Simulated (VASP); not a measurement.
# SiC (P6_3mc) in VASP: further runs

SiC is run at these levels: PBEsol; tasks: single point.

Everything below comes from runs of VASP 6.6.1. Logs are shortened: lines on timing, memory, paths and dates and some standing lists are left out, and cuts for length are marked.

### Step 1. The cell of the first run

It takes space group P6_3mc (No. 186, hexagonal). The conventional cell has a = 3.076 Å, b = 3.076 Å, c = 5.048 Å, α = 90.00°, β = 90.00°, γ = 120.00°. Within 2.5 Å of Si (site symmetry 3m) lie 4 C at 1.88 to 1.90 Å. C (site symmetry 3m) has 4 Si at 1.88 to 1.90 Å within 2.5 Å.

### Step 2. Single point, PBEsol

File INCAR:

```
ALGO = Normal
EDIFF = 1E-6
ENCUT = 520
GGA = PS
ISIF = 2
ISMEAR = 0
LASPH = T
LCHARG = T
LELF = T
LREAL = F
LVHAR = T
LWAVE = F
NBANDS = 16
NELM = 60
PREC = Accurate
SIGMA = 0.01
```

File KPOINTS:

```
k-points
0
Gamma
  8 8 6
```

File POSCAR:

```
SiC
1.0
    3.0757719604      0.0000000000      0.0000000000
   -1.5378859802      2.6636966539      0.0000000000
    0.0000000000      0.0000000000      5.0475313094
Si C
2 2
Direct
    0.3333333333      0.6666666667      0.0045931156
    0.6666666667      0.3333333333      0.5045931156
    0.3333333333      0.6666666667      0.3804068844
    0.6666666667      0.3333333333      0.8804068844
```

Potentials or basis: VASP PAW PBE potentials, release 64 (Si, C).

Started as:

```sh
$ cat potpaw_PBE.64/Si/POTCAR potpaw_PBE.64/C/POTCAR > POTCAR
$ mpirun -np 1 vasp_std > vasp.out
```

OUTCAR:

```text
EDIFF = 1E-6
   ENCUT = 520
   GGA = PS
   ISIF = 2
   ISMEAR = 0
   LASPH = T
   LREAL = F
   NELM = 60
   PREC = Accurate

 ion  position               nearest neighbor table
   1  0.333  0.667  0.005-   4 1.88   4 1.88   4 1.88   3 1.90   2 3.09   2 3.09   2 3.09   2 3.09
                             2 3.09   2 3.09
   2  0.667  0.333  0.505-   3 1.88   3 1.88   3 1.88   4 1.90   1 3.09   1 3.09   1 3.09   1 3.09
                             1 3.09   1 3.09
   3  0.333  0.667  0.380-   2 1.88   2 1.88   2 1.88   1 1.90
   4  0.667  0.333  0.880-   1 1.88   1 1.88   1 1.88   2 1.90

  LATTYP: Found a hexagonal cell.
 ALAT       =     3.0757719604
 C/A-ratio  =     1.6410616178

  Lattice vectors:

 A1 = (   3.0757719604,   0.0000000000,   0.0000000000)
 A2 = (  -1.5378859802,   2.6636966539,   0.0000000000)
 A3 = (   0.0000000000,   0.0000000000,   5.0475313094)

Analysis of symmetry for initial positions (statically):
=====================================================================
 Subroutine PRICEL returns:
 Original cell was already a primitive cell.

 Routine SETGRP: Setting up the symmetry group for a
 hexagonal supercell.

 Subroutine GETGRP returns: Found 12 space group operations
 (whereof  6 operations were pure point group operations)
 out of a pool of 24 trial point group operations.

The static configuration has the point symmetry C_3v.
 The point group associated with its full space group is C_6v.

Analysis of symmetry for dynamics (positions and initial velocities):
=====================================================================
 Subroutine PRICEL returns:
 Original cell was already a primitive cell.

 Routine SETGRP: Setting up the symmetry group for a
 hexagonal supercell.

 Subroutine GETGRP returns: Found 12 space group operations
 (whereof  6 operations were pure point group operations)
 out of a pool of 24 trial point group operations.

The dynamic configuration has the point symmetry C_3v.
 The point group associated with its full space group is C_6v.

 Subroutine INISYM returns: Found 12 space group operations
 (whereof  6 operations are pure point group operations),
 and found     1 'primitive' translations

[... 97 lines left out ...]
   NELM   =     60;   NELMIN=  2; NELMDL= -5     # of ELM steps
   EDIFF  = 0.1E-05   stopping-criterion for ELM
   LREAL  =      F    real-space projection
   EDIFFG = 0.1E-04   stopping-criterion for IOM
   NSW    =      0    number of steps for IOM
   IBRION =     -1    ionic relax: 0-MD 1-quasi-New 2-CG
   NFREE  =      0    steps in history (QN), initial steepest desc. (CG)
   ISIF   =      2    stress and relaxation
   ISYM   =      2    0-nonsym 1-usesym 2-fastsym
   POTIM  = 0.5000    time-step for ionic-motion
   TEBEG  =    0.0;   TEEND  =   0.0 temperature during run
   PSTRESS=    0.0 pullay stress
   NELECT =      16.0000    total number of electrons
   NUPDOWN=      -1.0000    fix difference up-down
   EMIN   =  10.00;   EMAX   =-10.00  energy-range for DOS
   EFERMI =   0.00;   METHOD = LEGACY
   ISMEAR =     0;   SIGMA  =   0.01  broadening in eV -4-tet -1-fermi 0-gaus
   EFERMI_NEDOS =   21; number of points for ismear=-14 and -15
   IALGO  =     38    algorithm
   IMIX   =      4    mixing-type and parameters
     AMIX     =   0.40;   BMIX     =  1.00
     AMIX_MAG =   1.60;   BMIX_MAG =  1.00
  volume/ion in A,a.u.               =      10.34        69.77
  Fermi-wavevector in a.u.,A,eV,Ry     =   1.192913  2.254279 19.361661  1.423042
  Thomas-Fermi vector in A             =   2.328940
   LORBIT       =      0    0 simple, 1 ext, 2 COOP (PROOUT), +10 PAW based schemes
   GGA     = PS    functional components
   LHFCALC =     F    Hartree Fock is set to
   AEXX    =    0.0000 exact exchange contribution
   IVDW    =     0    specifies the selected vdW correction
   LEPSILON=     F    determine dielectric tensor
   LRPA    =     F    only Hartree local field effects (RPA)
 non-spin polarized calculation
 Gauss-broadening in eV      SIGMA  =   0.01
  energy-cutoff  :      520.00
  volume of cell :       41.35
 maximum number of plane-waves:      1132
 NGX is ok and might be reduce to    24
   NGX = 11   NGY = 11   NGZ = 19

 number of electron      15.9999999 magnetization

 Free energy of the ion-electron system (eV)
  ---------------------------------------------------
  ext. energy  EPLUGINS =         0.00000000
  ---------------------------------------------------
  free energy    TOTEN  =       -31.82089360 eV

  energy without entropy =      -31.82089360  energy(sigma->0) =      -31.82089360

 E-fermi :   8.2767     XC(G=0): -11.5002

 val. band max:        8.2122328002   @ k =   0.0000   0.0000   0.0000
 cond. band min:      10.5834382241   @ k =   0.3750   0.2500   0.0000
 fundamental gap:      2.3712054239
 Fermi energy:         8.2766626642

 k-point     1 :       0.0000    0.0000    0.0000
  band No.  band energies     occupation
      1      -7.3801      2.00000
      2      -3.7746      2.00000
      3      -0.5527      2.00000
      4       6.8896      2.00000
      5       6.8896      2.00000
      6       8.0991      2.00000
[... 433 lines left out ...]
      3       0.6024      2.00000
      4       1.8606      2.00000
      5       4.1428      2.00000
      6       5.4839      2.00000
[... 8 lines left out ...]
     15      19.8596      0.00000
     16      20.0812      0.00000

 [... further k-points ...]

------------------------ aborting loop because EDIFF is reached ----------------------------------------

  FORCE on cell =-STRESS in cart. coord.  units (eV):
  Direction    XX          YY          ZZ          XY          YZ          ZX
  --------------------------------------------------------------------------------------
  -------------------------------------------------------------------------------------
  Total        0.1015116      0.1015116      0.0943718      0.0000000      0.0000000      0.0000000
  in kB        3.9328592      3.9328592      3.6562431      0.0000000      0.0000000      0.0000000
  external PRESSURE =       3.8406539 kB  Pullay stress =       0.0000000 kB

 VOLUME and BASIS-vectors are now :
 -----------------------------------------------------------------------------
  energy-cutoff  :      520.00
  volume of cell :       41.35
      direct lattice vectors                 reciprocal lattice vectors
     3.075771960  0.000000000  0.000000000     0.325121632  0.187709062  0.000000000
    -1.537885980  2.663696654  0.000000000     0.000000000  0.375418124  0.000000000
     0.000000000  0.000000000  5.047531309     0.000000000  0.000000000  0.198116651

 POSITION                                       TOTAL-FORCE (eV/Angst)
 -----------------------------------------------------------------------------------
     -0.00000      1.77580      0.02318        -0.000000      0.000000     -0.000226
      1.53789      0.88790      2.54695        -0.000000     -0.000000     -0.000226
     -0.00000      1.77580      1.92012        -0.000000     -0.000000      0.000226
      1.53789      0.88790      4.44388         0.000000      0.000000      0.000226
 -----------------------------------------------------------------------------------
    total drift:                               -0.000000     -0.000000     -0.000150

  FREE ENERGIE OF THE ION-ELECTRON SYSTEM (eV)
  ---------------------------------------------------
  free  energy   TOTEN  =       -31.8208935961 eV

  energy  without entropy=      -31.8208935961  energy(sigma->0) =      -31.82089360
```

OSZICAR:

```text
N       E                     dE             d eps       ncg     rms          rms(c)
DAV:   1     0.247961364084E+02    0.24796E+02   -0.71317E+03  1280   0.895E+02
DAV:   2    -0.328296958684E+02   -0.57626E+02   -0.52594E+02  1856   0.159E+02
DAV:   3    -0.354141770075E+02   -0.25845E+01   -0.25745E+01  1640   0.307E+01
DAV:   4    -0.354332323516E+02   -0.19055E-01   -0.19053E-01  1624   0.322E+00
DAV:   5    -0.354334173182E+02   -0.18497E-03   -0.18496E-03  1616   0.302E-01    0.124E+01
DAV:   6    -0.319551807125E+02    0.34782E+01   -0.59940E+00  1616   0.150E+01    0.569E+00
DAV:   7    -0.318529591763E+02    0.10222E+00   -0.10599E+00  1816   0.596E+00    0.241E+00
DAV:   8    -0.318242584856E+02    0.28701E-01   -0.54781E-02  1472   0.142E+00    0.587E-01
DAV:   9    -0.318207413586E+02    0.35171E-02   -0.69426E-03  1664   0.559E-01    0.112E-01
DAV:  10    -0.318208877622E+02   -0.14640E-03   -0.69156E-04  1520   0.156E-01    0.527E-02
DAV:  11    -0.318208933765E+02   -0.56142E-05   -0.37600E-05  1616   0.447E-02    0.113E-02
DAV:  12    -0.318208935961E+02   -0.21963E-06   -0.35205E-06  1616   0.119E-02
   1 F= -.31820894E+02 E0= -.31820894E+02  d E =-.275127E-22
```

stdout:

```text
POSCAR found type information on POSCAR SiC
 POSCAR found :  2 types and       4 ions
 scaLAPACK will be used
 -----------------------------------------------------------------------------
|                                                                             |
|                                                                             |
|     You enforced a specific xc type in the INCAR file but a different       |
|     I HOPE YOU KNOW WHAT YOU ARE DOING!                                     |
|                                                                             |
 -----------------------------------------------------------------------------

 LDA part: xc-table for (Slater+PW92), standard interpolation
 POSCAR, INCAR and KPOINTS ok, starting setup
 FFT: planning ... GRIDC
 FFT: planning ... GRID_SOFT
 FFT: planning ... GRID
 WAVECAR not read
 entering main loop
```

Run time: 40 s. Hardware: 1 thread of Intel Xeon 8259CL, shared host; peak memory 0.16 GiB.

What came out:

```
Free energy            : -31.8209 eV
Pressure               : 0.4 GPa
Band gap on the k mesh : 2.37 eV, indirect (least direct gap 3.85 eV)
```

Levels at points of the mesh, in eV from the valence-band top:
```csv
k point,band 4,band 5,band 6,band 7,band 8,band 9,band 10,band 11,band 12,band 13
"(0.00, 0.00, 0.00)",-1.32,-1.32,-0.11,0.00,0.00,4.74,6.15,6.59,6.59,7.68
"(0.50, 0.00, 0.00)",-6.31,-5.48,-3.34,-3.34,-1.20,2.65,4.12,6.80,7.04,9.99
"(0.00, 0.00, 0.50)",-4.47,-0.71,-0.71,-0.71,-0.71,5.83,5.83,7.27,7.27,7.27
"(0.50, 0.00, 0.50)",-8.32,-2.46,-2.46,-2.34,-2.34,3.17,3.17,5.16,5.16,10.30
```

Caveat: the PAW data sets were made with another functional, which shifts forces and pressure a little. A k mesh can miss the band edges.

### Step 3. Single point, PBEsol

This run uses another cell than the first one, of 10.25 Å³/atom, 0.991 times its volume.

File INCAR:

```
SYSTEM = SiC
PREC = Accurate ; ENCUT = 520
EDIFF = 1E-6 ; ISMEAR = 0
SIGMA = 0.01 ; LREAL = .False.
LASPH = .True. ; NELM = 80
ALGO = Normal ; ISIF = 2
LWAVE = .False. ; LCHARG = .True.
GGA = PS ; LELF = .True.
LVHAR = .True. ; NBANDS = 16
```

File KPOINTS:

```
regular mesh
0
Gamma
  8 8 6
  0 0 0
```

File POSCAR:

```
SiC
1.0
    3.0670549674      0.0000000000      0.0000000000
   -1.5335274837      2.6561475166      0.0000000000
    0.0000000000      0.0000000000      5.0326714988
Si C
2 2
Direct
    0.3333333333      0.6666666667      0.0045909149
    0.6666666667      0.3333333333      0.5045909149
    0.3333333333      0.6666666667      0.3804090851
    0.6666666667      0.3333333333      0.8804090851
```

Potentials or basis: VASP PAW PBE potentials, release 64 (Si, C).

Started as:

```sh
$ cat potpaw_PBE.64/Si/POTCAR potpaw_PBE.64/C/POTCAR > POTCAR
$ mpirun -np 1 vasp_std > vasp.out
```

Wall time 39 s (1 thread of Intel Xeon 8259CL, shared host); peak memory 0.16 GiB.

Results (log left out):

```yaml
Free_energy: -31.8178 eV
Pressure: 2.3 GPa
Band_gap_on_the_k_mesh: 2.36 eV, indirect (least direct gap 3.87 eV)
```

Levels at points of the mesh, in eV from the valence-band top:
```tsv
k point	band 5	band 6	band 7	band 8	band 9	band 10	band 11	band 12
(0.00, 0.00, 0.00)	-1.33	-0.11	0.00	0.00	4.81	6.25	6.64	6.64
(0.50, 0.00, 0.00)	-5.51	-3.37	-3.36	-1.20	2.66	4.13	6.87	7.08
(0.00, 0.00, 0.50)	-0.72	-0.72	-0.72	-0.72	5.90	5.90	7.32	7.32
(0.50, 0.00, 0.50)	-2.47	-2.47	-2.35	-2.35	3.19	3.19	5.20	5.20
```

Caveat: the PAW data sets were made with another functional, which shifts forces and pressure a little. A k mesh can miss the band edges.

### Step 4. Single point, PBEsol

This run uses another cell than the first one, of 10.16 Å³/atom, 0.983 times its volume.

File INCAR:

```
PREC     = Accurate       # precision mode
ENCUT    = 520            # plane-wave cutoff, eV
EDIFF    = 1E-7           # SCF threshold, eV
ISMEAR   = 0              # smearing method
SIGMA    = 0.01           # smearing width, eV
LREAL    = False          # projectors in reciprocal space
LASPH    = True           # aspherical terms in the spheres
NELM     = 100            # most SCF steps
ALGO     = Normal         # electronic algorithm
ISIF     = 2              # what is computed and relaxed
LWAVE    = False          # write WAVECAR
LCHARG   = False          # write CHGCAR
GGA      = PS             # functional
NBANDS   = 16             # bands
```

File KPOINTS:

```
regular mesh
0
Gamma
  8 8 6
```

File POSCAR:

```
SiC
1.0
    3.0584077666      0.0000000000      0.0000000000
   -1.5292038833      2.6486588210      0.0000000000
    0.0000000000      0.0000000000      5.0179704474
Si C
2 2
Direct
    0.3333333333      0.6666666667      0.0045948112
    0.6666666667      0.3333333333      0.5045948112
    0.3333333333      0.6666666667      0.3804051888
    0.6666666667      0.3333333333      0.8804051888
```

Started as:

```sh
$ cat potpaw_PBE.64/Si/POTCAR potpaw_PBE.64/C/POTCAR > POTCAR
$ mpirun -np 1 vasp_std > vasp.out
```

It took 42 s on 1 thread of Intel Xeon 8259CL, shared host; peak memory 0.16 GiB.

It converged, with:

```yaml
Free_energy: -31.8104 eV
Pressure: 4.4 GPa
Band_gap_on_the_k_mesh: 2.35 eV, indirect (least direct gap 3.88 eV)
```

Levels at points of the mesh, in eV from the valence-band top:
```csv
k point,band 4,band 5,band 6,band 7,band 8,band 9,band 10,band 11,band 12,band 13
"(0.00, 0.00, 0.00)",-1.33,-1.33,-0.11,0.00,0.00,4.88,6.34,6.69,6.69,7.83
"(0.50, 0.00, 0.00)",-6.35,-5.54,-3.39,-3.38,-1.20,2.68,4.14,6.93,7.11,10.16
"(0.00, 0.00, 0.50)",-4.50,-0.72,-0.72,-0.72,-0.72,5.97,5.97,7.37,7.37,7.37
"(0.50, 0.00, 0.50)",-8.40,-2.49,-2.49,-2.36,-2.36,3.21,3.21,5.23,5.23,10.42
```

Caveat: the PAW data sets were made with another functional, which shifts forces and pressure a little.

### Step 5. The runs side by side

| cell | gap on the mesh (eV) | pressure (GPa) |
| --- | --- | --- |
| a = 3.076, b = 3.076, c = 5.048 Å, angles 90.0, 90.0, 120.0°, 4 atoms | 2.37 | 0.4 |
| a = 3.067, b = 3.067, c = 5.033 Å, angles 90.0, 90.0, 120.0°, 4 atoms | 2.36 | 2.3 |
| a = 3.058, b = 3.058, c = 5.018 Å, angles 90.0, 90.0, 120.0°, 4 atoms | 2.35 | 4.4 |

Alike in all rows: task single point; level PBEsol; potentials or basis VASP PAW PBE potentials, release 64 (Si, C); no spin polarisation; k mesh 8 × 8 × 6; cutoff (eV) 520; smearing gaussian 0.01 eV.

Caveats: the PAW data sets were made with another functional, which shifts forces and pressure a little.

Absolute energies hang on the potentials; compare differences alone.
